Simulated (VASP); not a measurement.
Here is a VASP 6.6.1 calculation.

Contents of INCAR:

```
ALGO = Normal
EDIFF = 1E-6
ENCUT = 500
GGA = PS
GGA_COMPAT = F
ISIF = 2
ISMEAR = 0
LASPH = T
LCHARG = F
LREAL = F
LWAVE = F
NBANDS = 11
NELM = 120
PREC = Accurate
SIGMA = 0.02
```

File KPOINTS:

```
k-points
0
Gamma
  10 10 10
```

The input POSCAR:

```
Si
1.0
    0.0000000000      2.7167281737      2.7167281737
    2.7167281737      0.0000000000      2.7167281737
    2.7167281737      2.7167281737      0.0000000000
Si
2
Direct
    0.0000000000      0.0000000000      0.0000000000
    0.2500000000      0.2500000000      0.2500000000
```

Potentials or basis: VASP PAW PBE potentials, release 64 (Si).

Command:

```sh
$ cat potpaw_PBE.64/Si/POTCAR > POTCAR
$ mpirun -np 1 vasp_std > vasp.out
```

(1) Predict the pressure.

(2) Predict the band gap on the k mesh.

## Answers

(1) 0.1 GPa.

(2) 0.47 eV, indirect (least direct gap 2.52 eV).

Caveat: the PAW data sets were made with another functional, which shifts forces and pressure a little.
